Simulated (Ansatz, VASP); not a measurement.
## HgTe in VASP and in Ansatz

```
CELL_PARAMETERS angstrom
4.69941 0.00000 0.00000
-2.34971 4.06981 0.00000
0.00000 0.00000 7.71343
ATOMIC_POSITIONS crystal
Hg 0.33333 0.66667 0.00063
Hg 0.66667 0.33333 0.50063
Te 0.33333 0.66667 0.37537
Te 0.66667 0.33333 0.87537
```

Alike in both runs: task single point; functional PBE; k mesh 8 × 8 × 5; occupations fermi-dirac, width 0.1 eV; no spin polarisation.

|  | VASP | Ansatz |
| --- | --- | --- |
| version | VASP 6.6.1 | Ansatz 0.2.0 |
| potentials or method | VASP PAW PBE potentials, release 64 (Hg, Te), cutoff 520 eV | all-electron LAPW, scalar-relativistic |

```tsv
	VASP	Ansatz	Ansatz less VASP
pressure (GPa)	0.0	0.0	-0.04
```

Ansatz ran all-electron here, and VASP with PAW potentials.

Neither program's run includes spin-orbit coupling.
